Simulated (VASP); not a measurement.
Crystal: Sr2TeS.

```
CELL_PARAMETERS angstrom
4.53336 0.00000 0.00000
0.00000 4.53336 0.00000
0.00000 0.00000 6.41372
ATOMIC_POSITIONS crystal
S 0.00000 0.00000 0.00000
Sr 0.00000 0.00000 0.50000
Sr 0.50000 0.50000 0.00000
Te 0.50000 0.50000 0.50000
```

Base run:

```yaml
Program: VASP 6.6.1
Functional: r2SCAN
Potentials_or_basis: VASP PAW PBE potentials, release 64 (S, Sr_sv, Te)
Cutoff: 520 eV
k_mesh: 6 × 6 × 4
Occupations: gaussian, width 0.01 eV
Spin: no spin polarisation
```

Its results: band gap on the k mesh 2.35 eV; pressure 0.1 GPa.

The run is repeated on the same cell with these changes: functional from r2SCAN to PBE; further incar settings from ALGO = Normal; EDIFF = 1e-06; NBANDS = 24 to ALGO = Normal; EDIFF = 1e-07; NBANDS = 24. What comes out?

Band gap on the k mesh 1.94 eV; pressure 0.4 GPa.

Caveats: spin-orbit coupling is left out, which moves the levels of the heavy elements; the PAW data sets were made with another functional, which shifts forces and pressure a little (at least some runs).

A k mesh can miss the band edges.
